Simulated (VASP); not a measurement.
# CsSnI3 (P4/mmm) in VASP: a series of runs

Runs on CsSnI3. Level: PBE. Tasks: single point.

Program: VASP 6.6.1. These are calculated values, not measurements. Logs are shortened: lines on timing, memory, paths and dates and some standing lists are left out, and cuts for length are marked.

### Step 1. The cell of the first run

The structure is tetragonal, space group P4/mmm (No. 123). Conventional cell: a = 6.020 Å, b = 6.020 Å, c = 6.206 Å, α = 90.00°, β = 90.00°, γ = 90.00°. Within 5.6 Å of Cs (site symmetry 4/mmm) lie 12 I at 4.26 to 4.32 Å and 8 Sn at 5.27 Å. Within 4.0 Å of Sn (site symmetry 4/mmm) lie 6 I at 3.01 to 3.10 Å. I (site symmetry mmm) has 2 Sn at 3.01 Å within 4.0 Å. Within 4.4 Å of I (site symmetry 4/mmm) lie 2 Sn at 3.10 Å and 4 Cs at 4.26 Å and 8 I at 4.32 Å.

### Step 2. Single point, PBE (strain -0.030 along x and y, +0.000 along z)

File INCAR:

```
SYSTEM = CsSnI3
ALGO = Normal
EDIFF = 1E-6
ENCUT = 520
GGA = PE
ISIF = 2
ISMEAR = 0
LASPH = .True.
LCHARG = .False.
LREAL = .False.
LWAVE = .False.
NBANDS = 30
NELM = 60
PREC = Accurate
SIGMA = 0.03
```

File KPOINTS:

```
k-points
0
Gamma
  6 6 6
  0 0 0
```

File POSCAR:

```
CsSnI3
1.0
    6.0195290000      0.0000000000      0.0000000000
    0.0000000000      6.0195290000      0.0000000000
    0.0000000000      0.0000000000      6.2057000000
Cs Sn I
1 1 3
Direct
    0.0000000000      0.0000000000      0.0000000000
    0.5000000000      0.5000000000      0.5000000000
    0.0000000000      0.5000000000      0.5000000000
    0.5000000000      0.0000000000      0.5000000000
    0.5000000000      0.5000000000      0.0000000000
```

Potentials or basis: VASP PAW PBE potentials, release 64 (Cs_sv, Sn_d, I).

Run with:

```console
> cat potpaw_PBE.64/Cs_sv/POTCAR potpaw_PBE.64/Sn_d/POTCAR potpaw_PBE.64/I/POTCAR > POTCAR
> mpirun -np 1 vasp_std > vasp.out
```

OUTCAR:

```text
SYSTEM = CsSnI3
   EDIFF = 1E-6
   ENCUT = 520
   GGA = PE
   ISIF = 2
   ISMEAR = 0
   LASPH = .True.
   LREAL = .False.
   NELM = 60
   PREC = Accurate

 ion  position               nearest neighbor table
   1  0.000  0.000  0.000-
   2  0.500  0.500  0.500-   3 3.01   4 3.01   4 3.01   3 3.01   5 3.10   5 3.10
   3  0.000  0.500  0.500-   2 3.01   2 3.01
   4  0.500  0.000  0.500-   2 3.01   2 3.01
   5  0.500  0.500  0.000-   2 3.10   2 3.10

  LATTYP: Found a simple tetragonal cell.
 ALAT       =     6.0195290000
 C/A-ratio  =     1.0309278351

  Lattice vectors:

 A1 = (   6.0195290000,   0.0000000000,   0.0000000000)
 A2 = (   0.0000000000,   6.0195290000,   0.0000000000)
 A3 = (   0.0000000000,   0.0000000000,   6.2057000000)

Analysis of symmetry for initial positions (statically):
=====================================================================
 Subroutine PRICEL returns:
 Original cell was already a primitive cell.

 Routine SETGRP: Setting up the symmetry group for a
 simple tetragonal supercell.

 Subroutine GETGRP returns: Found 16 space group operations
 (whereof 16 operations were pure point group operations)
 out of a pool of 16 trial point group operations.

The static configuration has the point symmetry D_4h.

Analysis of symmetry for dynamics (positions and initial velocities):
=====================================================================
 Subroutine PRICEL returns:
 Original cell was already a primitive cell.

 Routine SETGRP: Setting up the symmetry group for a
 simple tetragonal supercell.

 Subroutine GETGRP returns: Found 16 space group operations
 (whereof 16 operations were pure point group operations)
 out of a pool of 16 trial point group operations.

The dynamic configuration has the point symmetry D_4h.

 Subroutine INISYM returns: Found 16 space group operations
 (whereof 16 operations are pure point group operations),
 and found     1 'primitive' translations

----------------------------------------------------------------------------------------

                                     Primitive cell

  volume of cell :     224.8619

[... 90 lines left out ...]
   LSORBIT =      F    spin-orbit coupling
   LASPH  =      T    aspherical Exc in radial PAW
   ENCUT  =  520.0 eV  38.22 Ry    6.18 a.u.  11.19 11.19 11.54*2*pi/ulx,y,z
   NELM   =     60;   NELMIN=  2; NELMDL= -5     # of ELM steps
   EDIFF  = 0.1E-05   stopping-criterion for ELM
   LREAL  =      F    real-space projection
   EDIFFG = 0.1E-04   stopping-criterion for IOM
   NSW    =      0    number of steps for IOM
   IBRION =     -1    ionic relax: 0-MD 1-quasi-New 2-CG
   NFREE  =      0    steps in history (QN), initial steepest desc. (CG)
   ISIF   =      2    stress and relaxation
   ISYM   =      2    0-nonsym 1-usesym 2-fastsym
   POTIM  = 0.5000    time-step for ionic-motion
   TEBEG  =    0.0;   TEEND  =   0.0 temperature during run
   PSTRESS=    0.0 pullay stress
   NELECT =      44.0000    total number of electrons
   NUPDOWN=      -1.0000    fix difference up-down
   EMIN   =  10.00;   EMAX   =-10.00  energy-range for DOS
   EFERMI =   0.00;   METHOD = LEGACY
   ISMEAR =     0;   SIGMA  =   0.03  broadening in eV -4-tet -1-fermi 0-gaus
   EFERMI_NEDOS =   21; number of points for ismear=-14 and -15
   IALGO  =     38    algorithm
   IMIX   =      4    mixing-type and parameters
     AMIX     =   0.40;   BMIX     =  1.00
     AMIX_MAG =   1.60;   BMIX_MAG =  1.00
  volume/ion in A,a.u.               =      44.97       303.49
  Fermi-wavevector in a.u.,A,eV,Ry     =   0.950431  1.796054 12.290395  0.903319
  Thomas-Fermi vector in A             =   2.078807
   LORBIT       =      0    0 simple, 1 ext, 2 COOP (PROOUT), +10 PAW based schemes
   GGA     = PE    functional components
   LHFCALC =     F    Hartree Fock is set to
   AEXX    =    0.0000 exact exchange contribution
   IVDW    =     0    specifies the selected vdW correction
   LEPSILON=     F    determine dielectric tensor
   LRPA    =     F    only Hartree local field effects (RPA)
 non-spin polarized calculation
 Gauss-broadening in eV      SIGMA  =   0.03
  energy-cutoff  :      520.00
  volume of cell :      224.86
 maximum number of plane-waves:      6100
 NGX is ok and might be reduce to    48
   NGX = 23   NGY = 23   NGZ = 23

 number of electron      44.0000000 magnetization

 Free energy of the ion-electron system (eV)
  ---------------------------------------------------
  ext. energy  EPLUGINS =         0.00000000
  ---------------------------------------------------
  free energy    TOTEN  =       -13.88077974 eV

  energy without entropy =      -13.88077906  energy(sigma->0) =      -13.88077940

 E-fermi :   3.6683     XC(G=0):  -7.7776

 val. band max:        3.5981791543   @ k =   0.5000   0.5000   0.5000
 cond. band min:       3.7388194828   @ k =   0.5000   0.5000   0.5000
 fundamental gap:      0.1406403285
 Fermi energy:         3.6682658766

 k-point     1 :       0.0000    0.0000    0.0000
  band No.  band energies     occupation
      1     -18.9195      2.00000
      2     -18.6565      2.00000
      3     -18.6518      2.00000
      4     -18.6255      2.00000
      5     -18.6255      2.00000
      6     -18.6219      2.00000
[... 781 lines left out ...]
     29       8.0985      0.00000
     30       8.5733      0.00000

 [... further k-points ...]

------------------------ aborting loop because EDIFF is reached ----------------------------------------

  FORCE on cell =-STRESS in cart. coord.  units (eV):
  Direction    XX          YY          ZZ          XY          YZ          ZX
  --------------------------------------------------------------------------------------
  -------------------------------------------------------------------------------------
  Total        3.3453769      3.3453769      1.4676646      0.0000000     -0.0000000      0.0000000
  in kB       23.8363544     23.8363544     10.4573488      0.0000000     -0.0000000      0.0000000
  external PRESSURE =      19.3766859 kB  Pullay stress =       0.0000000 kB

 VOLUME and BASIS-vectors are now :
 -----------------------------------------------------------------------------
  energy-cutoff  :      520.00
  volume of cell :      224.86
      direct lattice vectors                 reciprocal lattice vectors
     6.019529000  0.000000000  0.000000000     0.166125954  0.000000000  0.000000000
     0.000000000  6.019529000  0.000000000     0.000000000  0.166125954  0.000000000
     0.000000000  0.000000000  6.205700000     0.000000000  0.000000000  0.161142176

 POSITION                                       TOTAL-FORCE (eV/Angst)
 -----------------------------------------------------------------------------------
      0.00000      0.00000      0.00000         0.000000      0.000000      0.000000
      3.00976      3.00976      3.10285         0.000000      0.000000      0.000000
      0.00000      3.00976      3.10285         0.000000      0.000000      0.000000
      3.00976      0.00000      3.10285         0.000000      0.000000      0.000000
      3.00976      3.00976      0.00000         0.000000      0.000000      0.000000
 -----------------------------------------------------------------------------------
    total drift:                                0.000000     -0.000000     -0.000000

  FREE ENERGIE OF THE ION-ELECTRON SYSTEM (eV)
  ---------------------------------------------------
  free  energy   TOTEN  =       -13.8807797389 eV

  energy  without entropy=      -13.8807790625  energy(sigma->0) =      -13.88077940
```

It took 2 min on 1 thread of Intel Xeon 6975P-C (Granite Rapids), shared host; peak memory 0.48 GiB.

What came out:

```yaml
Free_energy: -13.8808 eV
Pressure: 1.9 GPa
Band_gap_on_the_k_mesh: 0.14 eV
```

Levels at points of the mesh, in eV from the valence-band top:
```tsv
k point	band 20	band 21	band 22	band 23	band 24	band 25
(0.00, 0.00, 0.00)	-2.49	-2.49	-2.46	1.96	2.72	2.80
(0.50, 0.00, 0.00)	-2.66	-2.63	-1.60	0.99	3.65	3.72
(0.50, 0.50, 0.00)	-2.82	-1.98	-0.62	0.63	0.63	3.64
(0.00, 0.00, 0.50)	-2.62	-2.62	-1.85	0.93	3.52	3.70
(0.50, 0.00, 0.50)	-2.83	-2.06	-0.84	0.55	0.73	3.97
(0.50, 0.50, 0.50)	-2.03	-1.97	0.00	0.14	0.22	0.22
```

Caveat: the cell differs from its parent crystal (strain -0.030 along x and y, +0.000 along z); spin-orbit coupling is left out, which moves the levels of the heavy elements. A k mesh can miss the band edges.

### Step 3. Single point, PBE (strain +0.000 along x and y, +0.015 along z)

File INCAR:

```
SYSTEM = CsSnI3
PREC = Accurate
ENCUT = 520
EDIFF = 1E-6
ISMEAR = 0
SIGMA = 0.03
LREAL = .FALSE.
LASPH = .TRUE.
NELM = 60
ALGO = Normal
ISIF = 2
LWAVE = .FALSE.
LCHARG = .FALSE.
GGA = PE
NBANDS = 30
```

File KPOINTS:

```
Automatic mesh
0
G
  6 6 6
  0 0 0
```

POSCAR, as its differences from that of step 2:

```diff
@@ -2,5 +2,5 @@
 1.0
-    6.0195290000      0.0000000000      0.0000000000
-    0.0000000000      6.0195290000      0.0000000000
-    0.0000000000      0.0000000000      6.2057000000
+    6.2057000000      0.0000000000      0.0000000000
+    0.0000000000      6.2057000000      0.0000000000
+    0.0000000000      0.0000000000      6.2987855000
 Cs Sn I
```

Potentials or basis: VASP PAW PBE potentials, release 64 (Cs_sv, Sn_d, I).

Run with:

```console
> cat potpaw_PBE.64/Cs_sv/POTCAR potpaw_PBE.64/Sn_d/POTCAR potpaw_PBE.64/I/POTCAR > POTCAR
> mpirun -np 1 vasp_std > vasp.out
```

Run time: 1.9 min. Hardware: 1 thread of Intel Xeon 6975P-C (Granite Rapids), shared host; peak memory 0.49 GiB.

Results (log left out):

- Free energy: -14.0191 eV
- Pressure: 0.4 GPa
- Band gap on the k mesh: 0.31 eV

Stress tensor (GPa, compression positive):
```
0.55 0.00 0.00
0.00 0.55 0.00
0.00 0.00 0.06
```

Levels at points of the mesh, in eV from the valence-band top:
| k point | band 20 | band 21 | band 22 | band 23 | band 24 | band 25 |
| --- | --- | --- | --- | --- | --- | --- |
| (0.00, 0.00, 0.00) | -2.12 | -2.12 | -2.11 | 2.22 | 3.16 | 3.19 |
| (0.50, 0.00, 0.00) | -2.24 | -2.23 | -1.50 | 1.14 | 3.76 | 3.96 |
| (0.50, 0.50, 0.00) | -2.47 | -1.68 | -0.70 | 0.81 | 0.81 | 3.78 |
| (0.00, 0.00, 0.50) | -2.23 | -2.23 | -1.61 | 1.11 | 3.70 | 3.95 |
| (0.50, 0.00, 0.50) | -2.47 | -1.71 | -0.79 | 0.78 | 0.85 | 4.06 |
| (0.50, 0.50, 0.50) | -1.70 | -1.67 | 0.00 | 0.31 | 0.40 | 0.40 |

Caveat: the cell differs from its parent crystal (strain +0.000 along x and y, +0.015 along z); spin-orbit coupling is left out, which moves the levels of the heavy elements.
